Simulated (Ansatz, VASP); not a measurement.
**One calculation of TaN, two programs**

INCAR

```
SYSTEM = TaN
ALGO     = Normal         ! electronic algorithm
EDIFF    = 1E-6           ! SCF threshold, eV
ENCUT    = 520            ! plane-wave cutoff, eV
GGA      = PE             ! functional
ISIF     = 2              ! what is computed and relaxed
ISMEAR   = 0              ! smearing method
LASPH    = .True.         ! aspherical terms in the spheres
LCHARG   = .False.        ! write CHGCAR
LREAL    = .False.        ! projectors in reciprocal space
LWAVE    = .False.        ! write WAVECAR
NBANDS   = 24             ! bands
NELM     = 80             ! most SCF steps
PREC     = Accurate       ! precision mode
SIGMA    = 0.1            ! smearing width, eV
```

Contents of KPOINTS:

```
k-points
0
Gamma
  3 3 2
  0 0 0
```

The input POSCAR:

```
TaN
1.0
    3.0500010905      0.0000000000      0.0000000000
   -1.5250005453      2.6413784260      0.0000000000
    0.0000000000      0.0000000000      4.9400000000
Ta N
2 2
Direct
    0.3333333333      0.6666666667      0.0000000000
    0.6666666667      0.3333333333      0.5000000000
    0.3333333333      0.6666666667      0.3850000000
    0.6666666667      0.3333333333      0.8850000000
```

Input for Ansatz:

```yaml
crystal:
  lattice:
    - [3.0500010905, 0.0, 0.0]
    - [-1.5250005453, 2.641378426, 0.0]
    - [0.0, 0.0, 4.94]
  atoms:
    - { symbol: Ta, position: [0.3333333333, 0.6666666667, 0.0] }
    - { symbol: Ta, position: [0.6666666667, 0.3333333333, 0.5] }
    - { symbol: "N", position: [0.3333333333, 0.6666666667, 0.385] }
    - { symbol: "N", position: [0.6666666667, 0.3333333333, 0.885] }
basis:
  ecutwfc: 420
kpoints:
  mp_grid: { grid: [3, 3, 2] }
hamiltonian:
  xc: pbe
scf:
  occupations: { method: gaussian, width: 0.1 }
output:
  forces: true
  stress: true
  eigenvalues: true
```

Alike in both runs: task single point; functional PBE; k mesh 3 × 3 × 2; occupations gaussian, width 0.1 eV; no spin polarisation.

|  | VASP | Ansatz |
| --- | --- | --- |
| version | VASP 6.6.1 | Ansatz 0.2.0 |
| potentials or method | VASP PAW PBE potentials, release 64 (Ta_pv, N), cutoff 520 eV | scalar-relativistic, plane waves, PAW |
| valence electrons in the cell | 32 | 36 |

Ansatz gave:

```
gap on the k mesh at the Fermi level (eV) : none
rms of the force components (eV/Å)        : 2.089
```

Q: Which values does VASP return?

A: gap on the k mesh at the Fermi level (eV): none; rms of the force components (eV/Å): 2.111.

Atom by atom the forces differ by 0.021 eV/Å (rms over components). A gap of «none» marks a metal or a gap that the smearing closes. VASP's potentials hold 32 valence electrons a cell and Ansatz's 36, so a difference there can come from the potentials and not from the codes.

The k mesh is coarse, so the values compare programs but aren't converged. Spin-orbit coupling is off throughout.
